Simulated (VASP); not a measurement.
# BaTiO3 (Pm-3m) in VASP: a series of runs

BaTiO3 is run at these levels: LDA; tasks: single point.

Everything below comes from runs of VASP 6.6.1. Logs are shortened: lines on timing, memory, paths and dates and some standing lists are left out, and cuts for length are marked.

## (1) The cell of the first run

It takes space group Pm-3m (No. 221, cubic). The conventional cell has a = 3.924 Å, b = 3.924 Å, c = 3.924 Å, α = 90.00°, β = 90.00°, γ = 90.00°. Within 3.7 Å of Ba (site symmetry m-3m) lie 12 O at 2.77 Å and 8 Ti at 3.40 Å. Ti (site symmetry m-3m) has 6 O at 1.96 Å within 2.6 Å. Within 2.6 Å of O (site symmetry 4/mmm) lie 2 Ti at 1.96 Å.

## (2) Single point, LDA

INCAR reads:

```
  PREC = Accurate
  ENCUT = 520
  EDIFF = 1E-7
  ISMEAR = -1
  SIGMA = 0.05
  LREAL = F
  LASPH = T
  NELM = 100
  ALGO = Normal
  ISIF = 2
  LWAVE = F
  LCHARG = T
  LELF = T
  LVHAR = T
  NBANDS = 28
```

KPOINTS reads:

```
regular mesh
0
Gamma
  7 7 7
```

POSCAR reads:

```
BaTiO3
1.0
    3.9242219515      0.0000000000      0.0000000000
    0.0000000000      3.9242219515      0.0000000000
    0.0000000000      0.0000000000      3.9242219515
Ba Ti O
1 1 3
Direct
    0.5000000000      0.5000000000      0.5000000000
    0.0000000000      0.0000000000      0.0000000000
    0.0000000000      0.0000000000      0.5000000000
    0.0000000000      0.5000000000      0.0000000000
    0.5000000000      0.0000000000      0.0000000000
```

Potentials or basis: VASP PAW LDA potentials, release 64 (Ba_sv, Ti_sv, O).

Started as:

```bash
$ cat potpaw_LDA.64/Ba_sv/POTCAR potpaw_LDA.64/Ti_sv/POTCAR potpaw_LDA.64/O/POTCAR > POTCAR
$ mpirun -np 1 vasp_std > vasp.out
```

OUTCAR:

```text
PREC = Accurate
   ENCUT = 520
   EDIFF = 1E-7
   ISMEAR = -1
   LREAL = F
   LASPH = T
   NELM = 100
   ISIF = 2

 ion  position               nearest neighbor table
   1  0.500  0.500  0.500-   3 2.77   4 2.77   5 2.77   4 2.77   5 2.77   3 2.77   5 2.77   5 2.77
                             3 2.77   4 2.77   4 2.77   3 2.77   2 3.40   2 3.40   2 3.40   2 3.40
   2  0.000  0.000  0.000-   3 1.96   4 1.96   5 1.96   3 1.96   4 1.96   5 1.96   1 3.40   1 3.40
                             1 3.40   1 3.40   1 3.40   1 3.40   1 3.40   1 3.40
   3  0.000  0.000  0.500-   2 1.96   2 1.96   1 2.77   1 2.77   1 2.77   1 2.77
   4  0.000  0.500  0.000-   2 1.96   2 1.96   1 2.77   1 2.77   1 2.77   1 2.77
   5  0.500  0.000  0.000-   2 1.96   2 1.96   1 2.77   1 2.77   1 2.77   1 2.77

  LATTYP: Found a simple cubic cell.
 ALAT       =     3.9242219515

  Lattice vectors:

 A1 = (   3.9242219515,   0.0000000000,   0.0000000000)
 A2 = (   0.0000000000,   3.9242219515,   0.0000000000)
 A3 = (   0.0000000000,   0.0000000000,   3.9242219515)

Analysis of symmetry for initial positions (statically):
=====================================================================
 Subroutine PRICEL returns:
 Original cell was already a primitive cell.

 Routine SETGRP: Setting up the symmetry group for a
 simple cubic supercell.

 Subroutine GETGRP returns: Found 48 space group operations
 (whereof 48 operations were pure point group operations)
 out of a pool of 48 trial point group operations.

The static configuration has the point symmetry O_h .

Analysis of symmetry for dynamics (positions and initial velocities):
=====================================================================
 Subroutine PRICEL returns:
 Original cell was already a primitive cell.

 Routine SETGRP: Setting up the symmetry group for a
 simple cubic supercell.

 Subroutine GETGRP returns: Found 48 space group operations
 (whereof 48 operations were pure point group operations)
 out of a pool of 48 trial point group operations.

The dynamic configuration has the point symmetry O_h .

 Subroutine INISYM returns: Found 48 space group operations
 (whereof 48 operations are pure point group operations),
 and found     1 'primitive' translations

----------------------------------------------------------------------------------------

                                     Primitive cell

  volume of cell :      60.4311

  direct lattice vectors                    reciprocal lattice vectors
     3.924221951  0.000000000  0.000000000     0.254827584  0.000000000  0.000000000
     0.000000000  3.924221951  0.000000000     0.000000000  0.254827584  0.000000000
     0.000000000  0.000000000  3.924221951     0.000000000  0.000000000  0.254827584

  length of vectors
     3.924221951  3.924221951  3.924221951     0.254827584  0.254827584  0.254827584

  position of ions in fractional coordinates (direct lattice)
     0.500000000  0.500000000  0.500000000
     0.000000000  0.000000000  0.000000000
     0.000000000  0.000000000  0.500000000
     0.000000000  0.500000000  0.000000000
     0.500000000  0.000000000  0.000000000

  ion indices of the primitive-cell ions
   primitive index   ion index
                 1           1
                 2           2
                 3           3
                 4           4
                 5           5

----------------------------------------------------------------------------------------

 KPOINTS: regular mesh

Automatic generation of k-mesh.
 Grid dimensions read from file:
 generate k-points for:    7    7    7

 Generating k-lattice:

  Cartesian coordinates                     Fractional coordinates (reciprocal lattice)
     0.036403941  0.000000000  0.000000000     0.142857143  0.000000000  0.000000000
     0.000000000  0.036403941  0.000000000     0.000000000  0.142857143  0.000000000
     0.000000000  0.000000000  0.036403941     0.000000000  0.000000000  0.142857143

  Length of vectors
     0.036403941  0.036403941  0.036403941

  Shift w.r.t. Gamma in fractional coordinates (k-lattice)
     0.000000000  0.000000000  0.000000000

 Subroutine IBZKPT returns following result:
 ===========================================

 Found     20 irreducible k-points:

 Following reciprocal coordinates:
            Coordinates               Weight
  0.000000  0.000000  0.000000      1.000000
  0.142857  0.000000  0.000000      6.000000
  0.285714  0.000000  0.000000      6.000000
  0.428571  0.000000  0.000000      6.000000
  0.142857  0.142857  0.000000     12.000000
  0.285714  0.142857  0.000000     24.000000
[... 12 lines left out ...]
  0.428571  0.428571  0.285714     24.000000
  0.428571  0.428571  0.428571      8.000000
   k-points           NKPTS =     20   k-points in BZ     NKDIM =     20   number of bands    NBANDS=     28
   number of dos      NEDOS =    301   number of ions     NIONS =      5
   total plane-waves  NPLWV =  27000
   dimension x,y,z NGX =    30 NGY =   30 NGZ =   30
   dimension x,y,z NGXF=    60 NGYF=   60 NGZF=   60
   ions per type =               1   1   3
   NGX,Y,Z   is equivalent  to a cutoff of  12.71, 12.71, 12.71 a.u.
   NGXF,Y,Z  is equivalent  to a cutoff of  25.42, 25.42, 25.42 a.u.
 SYSTEM =  unknown system
   PREC   = accura    normal or accurate (medium, high low for compatibility)
   ISTART =      0    job   : 0-new  1-cont  2-samecut
   ICHARG =      2    charge: 1-file 2-atom 10-const
   ISPIN  =      1    spin polarized calculation?
   LNONCOLLINEAR =      F non collinear calculations
   LSORBIT =      F    spin-orbit coupling
   LASPH  =      T    aspherical Exc in radial PAW
   ENCUT  =  520.0 eV  38.22 Ry    6.18 a.u.   7.30  7.30  7.30*2*pi/ulx,y,z
   NELM   =    100;   NELMIN=  2; NELMDL= -5     # of ELM steps
   EDIFF  = 0.1E-06   stopping-criterion for ELM
   LREAL  =      F    real-space projection
   EDIFFG = 0.1E-05   stopping-criterion for IOM
   NSW    =      0    number of steps for IOM
   IBRION =     -1    ionic relax: 0-MD 1-quasi-New 2-CG
   NFREE  =      0    steps in history (QN), initial steepest desc. (CG)
   ISIF   =      2    stress and relaxation
   ISYM   =      2    0-nonsym 1-usesym 2-fastsym
   POTIM  = 0.5000    time-step for ionic-motion
   TEBEG  =    0.0;   TEEND  =   0.0 temperature during run
   PSTRESS=    0.0 pullay stress
   NELECT =      40.0000    total number of electrons
   NUPDOWN=      -1.0000    fix difference up-down
   EMIN   =  10.00;   EMAX   =-10.00  energy-range for DOS
   EFERMI =   0.00;   METHOD = LEGACY
   ISMEAR =    -1;   SIGMA  =   0.05  broadening in eV -4-tet -1-fermi 0-gaus
   EFERMI_NEDOS =   21; number of points for ismear=-14 and -15
   IALGO  =     38    algorithm
   IMIX   =      4    mixing-type and parameters
     AMIX     =   0.40;   BMIX     =  1.00
     AMIX_MAG =   1.60;   BMIX_MAG =  1.00
  volume/ion in A,a.u.               =      12.09        81.56
  Fermi-wavevector in a.u.,A,eV,Ry     =   1.426728  2.696125 27.695387  2.035554
  Thomas-Fermi vector in A             =   2.546974
   LORBIT       =      0    0 simple, 1 ext, 2 COOP (PROOUT), +10 PAW based schemes
   GGA     = CA    functional components
   LHFCALC =     F    Hartree Fock is set to
   AEXX    =    0.0000 exact exchange contribution
   IVDW    =     0    specifies the selected vdW correction
   LEPSILON=     F    determine dielectric tensor
   LRPA    =     F    only Hartree local field effects (RPA)
 non-spin polarized calculation
  energy-cutoff  :      520.00
  volume of cell :       60.43
 maximum number of plane-waves:      1647
 NGX is ok and might be reduce to    30
   NGX = 15   NGY = 15   NGZ = 15

 number of electron      39.9999996 magnetization

 Free energy of the ion-electron system (eV)
  ---------------------------------------------------
  ext. energy  EPLUGINS =         0.00000000
  ---------------------------------------------------
  free energy    TOTEN  =       -44.13878389 eV

  energy without entropy =      -44.13878389  energy(sigma->0) =      -44.13878389

 E-fermi :   4.8862     XC(G=0): -12.0430

 val. band max:        3.9342920139   @ k =   0.4286   0.4286   0.4286
 cond. band min:       5.7663781539   @ k =   0.0000   0.0000   0.0000
 fundamental gap:      1.8320861400
 Fermi energy:         4.8861836431

 k-point     1 :       0.0000    0.0000    0.0000
  band No.  band energies     occupation
      1     -51.6347      2.00000
      2     -28.2865      2.00000
      3     -28.2865      2.00000
      4     -28.2865      2.00000
      5     -20.5416      2.00000
      6     -12.7070      2.00000
[... 20 lines left out ...]
     27       8.9692      0.00000
     28      11.8828      0.00000

 k-point     2 :       0.1429    0.0000    0.0000
  band No.  band energies     occupation
      1     -51.6344      2.00000
      2     -28.3003      2.00000
      3     -28.2859      2.00000
      4     -28.2859      2.00000
      5     -20.5104      2.00000
      6     -12.7401      2.00000
[... 20 lines left out ...]
     27       9.4124      0.00000
     28      12.3859      0.00000

 k-point     3 :       0.2857    0.0000    0.0000
  band No.  band energies     occupation
      1     -51.6338      2.00000
      2     -28.3313      2.00000
      3     -28.2846      2.00000
      4     -28.2846      2.00000
      5     -20.4387      2.00000
      6     -12.9015      2.00000
[... 20 lines left out ...]
     27      10.5238      0.00000
     28      12.5679      0.00000

 k-point     4 :       0.4286    0.0000    0.0000
  band No.  band energies     occupation
      1     -51.6332      2.00000
      2     -28.3558      2.00000
      3     -28.2836      2.00000
      4     -28.2836      2.00000
      5     -20.3793      2.00000
      6     -13.0678      2.00000
[... 20 lines left out ...]
     27      11.6404      0.00000
     28      12.4118      0.00000

 k-point     5 :       0.1429    0.1429    0.0000
  band No.  band energies     occupation
      1     -51.6341      2.00000
      2     -28.3001      2.00000
      3     -28.2992      2.00000
      4     -28.2853      2.00000
      5     -20.4814      2.00000
      6     -12.7372      2.00000
[... 20 lines left out ...]
     27       9.8301      0.00000
     28      12.5752      0.00000

 k-point     6 :       0.2857    0.1429    0.0000
  band No.  band energies     occupation
      1     -51.6335      2.00000
      2     -28.3304      2.00000
      3     -28.2981      2.00000
      4     -28.2840      2.00000
      5     -20.4148      2.00000
      6     -12.8289      2.00000
[... 339 lines left out ...]
      5     -20.2940      2.00000
      6     -12.4167      2.00000
[... 20 lines left out ...]
     27      12.0030      0.00000
     28      12.3966      0.00000

 k-point    18 :       0.4286    0.2857    0.2857
  band No.  band energies     occupation
      1     -51.6314      2.00000
      2     -28.3498      2.00000
      3     -28.3250      2.00000
      4     -28.3243      2.00000
      5     -20.2563      2.00000
      6     -12.3139      2.00000
[... 20 lines left out ...]
     27      12.2615      0.00000
     28      12.4656      0.00000

 k-point    19 :       0.4286    0.4286    0.2857
  band No.  band energies     occupation
      1     -51.6308      2.00000
      2     -28.3483      2.00000
      3     -28.3481      2.00000
      4     -28.3235      2.00000
      5     -20.2228      2.00000
      6     -12.0702      2.00000
[... 20 lines left out ...]
     27      12.0927      0.00000
     28      12.2950      0.00000

 k-point    20 :       0.4286    0.4286    0.4286
  band No.  band energies     occupation
      1     -51.6303      2.00000
      2     -28.3471      2.00000
      3     -28.3469      2.00000
      4     -28.3469      2.00000
      5     -20.1912      2.00000
      6     -11.8208      2.00000
[... 20 lines left out ...]
     27      12.2094      0.00000
     28      12.2094      0.00000

------------------------ aborting loop because EDIFF is reached ----------------------------------------

  FORCE on cell =-STRESS in cart. coord.  units (eV):
  Direction    XX          YY          ZZ          XY          YZ          ZX
  --------------------------------------------------------------------------------------
  -------------------------------------------------------------------------------------
  Total        1.5837932      1.5837932      1.5837932      0.0000000      0.0000000      0.0000000
  in kB       41.9902411     41.9902411     41.9902411      0.0000000      0.0000000      0.0000000
  external PRESSURE =      41.9902411 kB  Pullay stress =       0.0000000 kB

 VOLUME and BASIS-vectors are now :
 -----------------------------------------------------------------------------
  energy-cutoff  :      520.00
  volume of cell :       60.43
      direct lattice vectors                 reciprocal lattice vectors
     3.924221951  0.000000000  0.000000000     0.254827584  0.000000000  0.000000000
     0.000000000  3.924221951  0.000000000     0.000000000  0.254827584  0.000000000
     0.000000000  0.000000000  3.924221951     0.000000000  0.000000000  0.254827584

 POSITION                                       TOTAL-FORCE (eV/Angst)
 -----------------------------------------------------------------------------------
      1.96211      1.96211      1.96211         0.000000      0.000000      0.000000
      0.00000      0.00000      0.00000         0.000000      0.000000      0.000000
      0.00000      0.00000      1.96211         0.000000      0.000000      0.000000
      0.00000      1.96211      0.00000         0.000000      0.000000      0.000000
      1.96211      0.00000      0.00000         0.000000      0.000000      0.000000
 -----------------------------------------------------------------------------------
    total drift:                                0.000000     -0.000000      0.000000

  FREE ENERGIE OF THE ION-ELECTRON SYSTEM (eV)
  ---------------------------------------------------
  free  energy   TOTEN  =       -44.1387838949 eV

  energy  without entropy=      -44.1387838931  energy(sigma->0) =      -44.13878389
```

It took 66 s on 1 thread of Intel Xeon 8259CL, shared host; peak memory 0.17 GiB.

What came out:

```yaml
Free_energy: -44.1388 eV
Pressure: 4.2 GPa
Band_gap_on_the_k_mesh: 1.83 eV (least direct gap 1.84 eV)
```

Levels at points of the mesh, in eV from the valence-band top:
```
           k point  band 16  band 17  band 18  band 19  band 20  band 21  band 22  band 23  band 24  band 25
(0.00, 0.00, 0.00)    -1.14    -1.14    -0.01    -0.01    -0.01     1.83     1.83     1.83     4.42     4.42
```

Caveat: the cell stands under pressure; spin-orbit coupling is left out, which moves the levels of the heavy elements; an odd mesh through Γ misses points on the zone boundary, where band edges can lie.

[end of part 1 of 2]
